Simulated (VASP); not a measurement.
# ZrSi4Pd (F-43m) in VASP: notebook

The runs below take ZrSi4Pd through single point, with PBE.

Everything below comes from runs of VASP 6.6.1. Logs are shortened: lines on timing, memory, paths and dates and some standing lists are left out, and cuts for length are marked.

### Step 1. The cell of the first run

Symmetry: F-43m, No. 216, cubic system. The conventional cell has a = 7.117 Å, b = 7.117 Å, c = 7.117 Å, α = 90.00°, β = 90.00°, γ = 90.00°. Within 3.9 Å of Zr (site symmetry -43m) lie 12 Si at 2.95 Å and 4 Pd at 3.08 Å. Within 3.3 Å of Si (site symmetry 3m) lie 6 Si at 2.48 to 2.55 Å and 3 Zr at 2.95 Å and 3 Pd at 2.95 Å. Within 3.9 Å of Pd (site symmetry -43m) lie 12 Si at 2.95 Å and 4 Zr at 3.08 Å.

### Step 2. Single point, PBE

INCAR

```
SYSTEM = ZrSi4Pd
  PREC = Accurate
  ENCUT = 520
  EDIFF = 1E-7
  ISMEAR = 0
  SIGMA = 0.1
  LREAL = .False.
  LASPH = .True.
  NELM = 100
  ALGO = Normal
  ISIF = 2
  LWAVE = .False.
  LCHARG = .False.
  GGA = PE
  NBANDS = 28
```

KPOINTS

```
Automatic mesh
0
Gamma
  4 4 4
  0 0 0
```

POSCAR

```
ZrSi4Pd
1.0
    0.0000000000      3.5585925300      3.5585925300
    3.5585925300      0.0000000000      3.5585925300
    3.5585925300      3.5585925300      0.0000000000
Zr Si Pd
1 4 1
Direct
    0.7500000000      0.7500000000      0.7500000000
    0.3767358400      0.3767358400      0.3767358400
    0.3767358400      0.3767358400      0.8697924800
    0.3767358400      0.8697924800      0.3767358400
    0.8697924800      0.3767358400      0.3767358400
    0.0000000000      0.0000000000      0.0000000000
```

Potentials or basis: VASP PAW PBE potentials, release 64 (Zr_sv, Si, Pd).

Command:

```bash
$ cat potpaw_PBE.64/Zr_sv/POTCAR potpaw_PBE.64/Si/POTCAR potpaw_PBE.64/Pd/POTCAR > POTCAR
$ mpirun -np 1 vasp_std > vasp.out
```

OUTCAR:

```text
SYSTEM = ZrSi4Pd
   PREC = Accurate
   ENCUT = 520
   EDIFF = 1E-7
   ISMEAR = 0
   LREAL = .False.
   LASPH = .True.
   NELM = 100
   ISIF = 2
   GGA = PE

 ion  position               nearest neighbor table
   1  0.750  0.750  0.750-   3 2.95   4 2.95   5 2.95   2 2.95   2 2.95   2 2.95   4 2.95   4 2.95
                             5 2.95   3 2.95   3 2.95   5 2.95   6 3.08   6 3.08   6 3.08   6 3.08
   2  0.377  0.377  0.377-   3 2.48   4 2.48   5 2.48   3 2.55   4 2.55   5 2.55   1 2.95   1 2.95
                             1 2.95   6 2.95   6 2.95   6 2.95
   3  0.377  0.377  0.870-   2 2.48   4 2.48   5 2.48   2 2.55   4 2.55   5 2.55   1 2.95   1 2.95
                             1 2.95   6 2.95   6 2.95   6 2.95
   4  0.377  0.870  0.377-   2 2.48   3 2.48   5 2.48   3 2.55   2 2.55   5 2.55   1 2.95   1 2.95
                             1 2.95   6 2.95   6 2.95   6 2.95
   5  0.870  0.377  0.377-   2 2.48   3 2.48   4 2.48   2 2.55   3 2.55   4 2.55   1 2.95   1 2.95
                             1 2.95   6 2.95   6 2.95   6 2.95
   6  0.000  0.000  0.000-   4 2.95   5 2.95   3 2.95   5 2.95   3 2.95   4 2.95   2 2.95   2 2.95
                             2 2.95   3 2.95   4 2.95   5 2.95   1 3.08   1 3.08   1 3.08   1 3.08

  LATTYP: Found a face centered cubic cell.
 ALAT       =     7.1171850600

  Lattice vectors:

 A1 = (   0.0000000000,   3.5585925300,   3.5585925300)
 A2 = (   3.5585925300,   0.0000000000,   3.5585925300)
 A3 = (   3.5585925300,   3.5585925300,   0.0000000000)

Analysis of symmetry for initial positions (statically):
[... 5 lines left out ...]
 face centered cubic supercell.

 Subroutine GETGRP returns: Found 24 space group operations
 (whereof 24 operations were pure point group operations)
 out of a pool of 48 trial point group operations.

The static configuration has the point symmetry T_d .

Analysis of symmetry for dynamics (positions and initial velocities):
[... 5 lines left out ...]
 face centered cubic supercell.

 Subroutine GETGRP returns: Found 24 space group operations
 (whereof 24 operations were pure point group operations)
 out of a pool of 48 trial point group operations.

The dynamic configuration has the point symmetry T_d .

 Subroutine INISYM returns: Found 24 space group operations
 (whereof 24 operations are pure point group operations),
 and found     1 'primitive' translations

----------------------------------------------------------------------------------------

                                     Primitive cell

  volume of cell :      90.1290

  direct lattice vectors                    reciprocal lattice vectors
     0.000000000  3.558592530  3.558592530    -0.140504988  0.140504988  0.140504988
     3.558592530  0.000000000  3.558592530     0.140504988 -0.140504988  0.140504988
     3.558592530  3.558592530  0.000000000     0.140504988  0.140504988 -0.140504988

  length of vectors
     5.032609819  5.032609819  5.032609819     0.243361778  0.243361778  0.243361778

  position of ions in fractional coordinates (direct lattice)
     0.750000000  0.750000000  0.750000000
     0.376735840  0.376735840  0.376735840
     0.376735840  0.376735840  0.869792480
     0.376735840  0.869792480  0.376735840
     0.869792480  0.376735840  0.376735840
     0.000000000  0.000000000  0.000000000

  ion indices of the primitive-cell ions
   primitive index   ion index
                 1           1
                 2           2
                 3           3
                 4           4
                 5           5
                 6           6

----------------------------------------------------------------------------------------

 KPOINTS: Automatic mesh

Automatic generation of k-mesh.
 Grid dimensions read from file:
 generate k-points for:    4    4    4

 Generating k-lattice:

  Cartesian coordinates                     Fractional coordinates (reciprocal lattice)
    -0.035126247  0.035126247  0.035126247     0.250000000  0.000000000  0.000000000
     0.035126247 -0.035126247  0.035126247     0.000000000  0.250000000  0.000000000
     0.035126247  0.035126247 -0.035126247     0.000000000  0.000000000  0.250000000

  Length of vectors
     0.060840444  0.060840444  0.060840444

  Shift w.r.t. Gamma in fractional coordinates (k-lattice)
     0.000000000  0.000000000  0.000000000

 Subroutine IBZKPT returns following result:
 ===========================================

 Found      8 irreducible k-points:

 Following reciprocal coordinates:
            Coordinates               Weight
  0.000000  0.000000  0.000000      1.000000
  0.250000  0.000000  0.000000      8.000000
  0.500000  0.000000  0.000000      4.000000
  0.250000  0.250000  0.000000      6.000000
  0.500000  0.250000  0.000000     24.000000
 -0.250000  0.250000  0.000000     12.000000
  0.500000  0.500000  0.000000      3.000000
 -0.250000  0.500000  0.250000      6.000000
   k-points           NKPTS =      8   k-points in BZ     NKDIM =      8   number of bands    NBANDS=     28
   number of dos      NEDOS =    301   number of ions     NIONS =      6
   total plane-waves  NPLWV =  64000
   dimension x,y,z NGX =    40 NGY =   40 NGZ =   40
   dimension x,y,z NGXF=    80 NGYF=   80 NGZF=   80
   ions per type =               1   4   1
   NGX,Y,Z   is equivalent  to a cutoff of  13.21, 13.21, 13.21 a.u.
   NGXF,Y,Z  is equivalent  to a cutoff of  26.43, 26.43, 26.43 a.u.
 SYSTEM =  ZrSi4Pd
   PREC   = accura    normal or accurate (medium, high low for compatibility)
   ISTART =      0    job   : 0-new  1-cont  2-samecut
   ICHARG =      2    charge: 1-file 2-atom 10-const
   ISPIN  =      1    spin polarized calculation?
   LNONCOLLINEAR =      F non collinear calculations
   LSORBIT =      F    spin-orbit coupling
   LASPH  =      T    aspherical Exc in radial PAW
   ENCUT  =  520.0 eV  38.22 Ry    6.18 a.u.   9.36  9.36  9.36*2*pi/ulx,y,z
   NELM   =    100;   NELMIN=  2; NELMDL= -5     # of ELM steps
   EDIFF  = 0.1E-06   stopping-criterion for ELM
   LREAL  =      F    real-space projection
   EDIFFG = 0.1E-05   stopping-criterion for IOM
   NSW    =      0    number of steps for IOM
   IBRION =     -1    ionic relax: 0-MD 1-quasi-New 2-CG
   NFREE  =      0    steps in history (QN), initial steepest desc. (CG)
   ISIF   =      2    stress and relaxation
   ISYM   =      2    0-nonsym 1-usesym 2-fastsym
   POTIM  = 0.5000    time-step for ionic-motion
   TEBEG  =    0.0;   TEEND  =   0.0 temperature during run
   PSTRESS=    0.0 pullay stress
   NELECT =      38.0000    total number of electrons
   NUPDOWN=      -1.0000    fix difference up-down
   EMIN   =  10.00;   EMAX   =-10.00  energy-range for DOS
   EFERMI =   0.00;   METHOD = LEGACY
   ISMEAR =     0;   SIGMA  =   0.10  broadening in eV -4-tet -1-fermi 0-gaus
   EFERMI_NEDOS =   21; number of points for ismear=-14 and -15
   IALGO  =     38    algorithm
   IMIX   =      4    mixing-type and parameters
     AMIX     =   0.40;   BMIX     =  1.00
     AMIX_MAG =   1.60;   BMIX_MAG =  1.00
  volume/ion in A,a.u.               =      15.02       101.37
  Fermi-wavevector in a.u.,A,eV,Ry     =   1.227574  2.319779 20.503143  1.506939
  Thomas-Fermi vector in A             =   2.362532
   LORBIT       =      0    0 simple, 1 ext, 2 COOP (PROOUT), +10 PAW based schemes
   GGA     = PE    functional components
   LHFCALC =     F    Hartree Fock is set to
   AEXX    =    0.0000 exact exchange contribution
   IVDW    =     0    specifies the selected vdW correction
   LEPSILON=     F    determine dielectric tensor
   LRPA    =     F    only Hartree local field effects (RPA)
 non-spin polarized calculation
 Gauss-broadening in eV      SIGMA  =   0.10
  energy-cutoff  :      520.00
  volume of cell :       90.13
 maximum number of plane-waves:      2452
 NGX is ok and might be reduce to    40
   NGX = 19   NGY = 19   NGZ = 19

 number of electron      37.9999997 magnetization

 Free energy of the ion-electron system (eV)
  ---------------------------------------------------
  ext. energy  EPLUGINS =         0.00000000
  ---------------------------------------------------
  free energy    TOTEN  =       -36.24078117 eV

  energy without entropy =      -36.23416061  energy(sigma->0) =      -36.23747089

 E-fermi :  10.7603     XC(G=0): -11.7338

 val. band max:       10.6719539604   @ k =   0.5000   0.0000   0.0000
 cond. band min:      10.8237503474   @ k =   0.2500   0.0000   0.0000
 fundamental gap:      0.1517963870
 Fermi energy:        10.7602592315

 k-point     1 :       0.0000    0.0000    0.0000
  band No.  band energies     occupation
      1     -38.2292      2.00000
      2     -16.3193      2.00000
      3     -16.3193      2.00000
      4     -16.3193      2.00000
      5      -2.8471      2.00000
      6       3.3858      2.00000
[... 20 lines left out ...]
     27      15.6148      0.00000
     28      15.6148      0.00000

 k-point     2 :       0.2500    0.0000    0.0000
  band No.  band energies     occupation
      1     -38.2290      2.00000
      2     -16.3277      2.00000
      3     -16.3203      2.00000
      4     -16.3203      2.00000
      5      -2.3763      2.00000
      6       1.6620      2.00000
[... 20 lines left out ...]
     27      15.5344      0.00000
     28      15.6584      0.00000

 k-point     3 :       0.5000    0.0000    0.0000
  band No.  band energies     occupation
      1     -38.2288      2.00000
      2     -16.3360      2.00000
      3     -16.3212      2.00000
      4     -16.3212      2.00000
      5      -1.5699      2.00000
      6       0.2008      2.00000
[... 20 lines left out ...]
     27      15.0734      0.00000
     28      15.0734      0.00000

 k-point     4 :       0.2500    0.2500    0.0000
  band No.  band energies     occupation
      1     -38.2289      2.00000
      2     -16.3275      2.00000
      3     -16.3220      2.00000
      4     -16.3220      2.00000
      5      -2.2210      2.00000
      6       1.3867      2.00000
[... 20 lines left out ...]
     27      16.0102      0.00000
     28      16.0102      0.00000

 k-point     5 :       0.5000    0.2500    0.0000
  band No.  band energies     occupation
      1     -38.2288      2.00000
      2     -16.3332      2.00000
      3     -16.3253      2.00000
      4     -16.3228      2.00000
      5      -1.3831      2.00000
      6       0.1778      2.00000
[... 20 lines left out ...]
     27      15.2297      0.00000
     28      16.0696      0.00000

 k-point     6 :      -0.2500    0.2500    0.0000
  band No.  band energies     occupation
      1     -38.2288      2.00000
      2     -16.3312      2.00000
      3     -16.3258      2.00000
      4     -16.3211      2.00000
      5      -1.7076      2.00000
      6       0.6335      2.00000
[... 20 lines left out ...]
     27      14.8881      0.00000
     28      15.7223      0.00000

 k-point     7 :       0.5000    0.5000    0.0000
  band No.  band energies     occupation
      1     -38.2287      2.00000
      2     -16.3353      2.00000
      3     -16.3246      2.00000
      4     -16.3246      2.00000
      5      -0.8663      2.00000
      6      -0.4655      2.00000
[... 20 lines left out ...]
     27      14.8898      0.00000
     28      16.3273      0.00000

 k-point     8 :      -0.2500    0.5000    0.2500
  band No.  band energies     occupation
      1     -38.2287      2.00000
      2     -16.3313      2.00000
      3     -16.3286      2.00000
      4     -16.3247      2.00000
      5      -0.8314      2.00000
      6      -0.3606      2.00000
[... 20 lines left out ...]
     27      16.2997      0.00000
     28      16.5673      0.00000

------------------------ aborting loop because EDIFF is reached ----------------------------------------

  FORCE on cell =-STRESS in cart. coord.  units (eV):
  Direction    XX          YY          ZZ          XY          YZ          ZX
  --------------------------------------------------------------------------------------
  -------------------------------------------------------------------------------------
  Total       -0.0511578     -0.0511578     -0.0511578     -0.0000000      0.0000000     -0.0000000
  in kB       -0.9094060     -0.9094060     -0.9094060     -0.0000000      0.0000000     -0.0000000
  external PRESSURE =      -0.9094060 kB  Pullay stress =       0.0000000 kB

 VOLUME and BASIS-vectors are now :
 -----------------------------------------------------------------------------
  energy-cutoff  :      520.00
  volume of cell :       90.13
      direct lattice vectors                 reciprocal lattice vectors
     0.000000000  3.558592530  3.558592530    -0.140504988  0.140504988  0.140504988
     3.558592530  0.000000000  3.558592530     0.140504988 -0.140504988  0.140504988
     3.558592530  3.558592530  0.000000000     0.140504988  0.140504988 -0.140504988

 POSITION                                       TOTAL-FORCE (eV/Angst)
 -----------------------------------------------------------------------------------
      5.33789      5.33789      5.33789        -0.000000      0.000000     -0.000000
      2.68130      2.68130      2.68130        -0.535649     -0.535649     -0.535649
      4.43589      4.43589      2.68130         0.535649      0.535649     -0.535649
      4.43589      2.68130      4.43589         0.535649     -0.535649      0.535649
      2.68130      4.43589      4.43589        -0.535649      0.535649      0.535649
      0.00000      0.00000      0.00000        -0.000000     -0.000000     -0.000000
 -----------------------------------------------------------------------------------
    total drift:                                0.000000      0.000000     -0.000000

  FREE ENERGIE OF THE ION-ELECTRON SYSTEM (eV)
  ---------------------------------------------------
  free  energy   TOTEN  =       -36.2407811661 eV

  energy  without entropy=      -36.2341606057  energy(sigma->0) =      -36.23747089
```

Run time: 31 s. Hardware: 1 thread of Intel Xeon 6975P-C (Granite Rapids), shared host; peak memory 0.23 GiB.

What came out:

| Item | Value |
| --- | --- |
| Free energy | -36.2408 eV |
| Pressure | -0.1 GPa |
| Largest force | 0.928 eV/Å |
| Band gap on the k mesh | zero (band 19 reaches 11.54 eV, above the bottom of band 20 at 10.02 eV) |

Forces in eV/Å, atoms in the order of the input:
```
Zr   0.000  0.000  0.000
Si  -0.536 -0.536 -0.536
Si   0.536  0.536 -0.536
Si   0.536 -0.536  0.536
Si  -0.536  0.536  0.536
Pd   0.000  0.000  0.000
```

Levels at points of the mesh, in eV from the Fermi level:
| k point | band 15 | band 16 | band 17 | band 18 | band 19 | band 20 | band 21 | band 22 | band 23 | band 24 |
| --- | --- | --- | --- | --- | --- | --- | --- | --- | --- | --- |
| (0.00, 0.00, 0.00) | -1.56 | -1.56 | -1.56 | -1.27 | -0.74 | -0.74 | 2.06 | 2.06 | 2.06 | 3.98 |
| (0.50, 0.00, 0.00) | -1.83 | -1.83 | -0.70 | -0.70 | -0.39 | -0.09 | 1.37 | 1.37 | 2.22 | 2.53 |
| (0.50, 0.50, 0.00) | -2.26 | -1.83 | -1.07 | -1.07 | -0.15 | 0.55 | 2.11 | 2.27 | 2.27 | 2.76 |

Caveat: the k points lie up to 0.38 Å⁻¹ apart.

### Step 3. Single point, PBE

INCAR

```
SYSTEM = ZrSi4Pd
PREC = Accurate ; ENCUT = 520
EDIFF = 1E-6 ; ISMEAR = 0
SIGMA = 0.1 ; LREAL = .FALSE.
LASPH = .TRUE. ; NELM = 60
ALGO = Normal ; ISIF = 2
LWAVE = .FALSE. ; LCHARG = .FALSE.
GGA = PE ; NBANDS = 28
```

KPOINTS

```
Automatic mesh
0
G
  4 4 4
  0 0 0
```

POSCAR

```
ZrSi4Pd
1.0
    0.0000000000      3.5592225597      3.5592225597
    3.5592225597      0.0000000000      3.5592225597
    3.5592225597      3.5592225597      0.0000000000
Zr Si Pd
1 4 1
Direct
    0.7500000000      0.7500000000      0.7500000000
    0.3735160765      0.3735160765      0.3735160765
    0.3735160765      0.3735160765      0.8794517705
    0.3735160765      0.8794517705      0.3735160765
    0.8794517705      0.3735160765      0.3735160765
    0.0000000000      0.0000000000      0.0000000000
```

Potentials or basis: VASP PAW PBE potentials, release 64 (Zr_sv, Si, Pd).

Command:

```bash
$ cat potpaw_PBE.64/Zr_sv/POTCAR potpaw_PBE.64/Si/POTCAR potpaw_PBE.64/Pd/POTCAR > POTCAR
$ mpirun -np 1 vasp_std > vasp.out
```

Wall time 28 s (1 thread of Intel Xeon 6975P-C (Granite Rapids), shared host); peak memory 0.23 GiB.

It converged, with:

```yaml
Free_energy: -36.3137 eV
Pressure: -0.3 GPa
Largest_force: 0.016 eV/Å
Band_gap_on_the_k_mesh: zero (band 19 reaches 11.50 eV, above the bottom of band 20 at 10.00 eV)
```

Forces in eV/Å, atoms in the order of the input:
```
Zr   0.000  0.000  0.000
Si   0.009  0.009  0.009
Si  -0.009 -0.009  0.009
Si  -0.009  0.009 -0.009
Si   0.009 -0.009 -0.009
Pd   0.000  0.000  0.000
```

Levels at points of the mesh, in eV from the Fermi level:
```
           k point  band 17  band 18  band 19  band 20  band 21  band 22
(0.00, 0.00, 0.00)    -1.69    -1.40    -0.83    -0.83     2.06     2.06
(0.50, 0.00, 0.00)    -0.72    -0.72    -0.57    -0.01     1.20     1.20
(0.50, 0.50, 0.00)    -1.07    -1.07    -0.33     0.55     2.14     2.14
```

Caveat: the k points lie up to 0.38 Å⁻¹ apart.
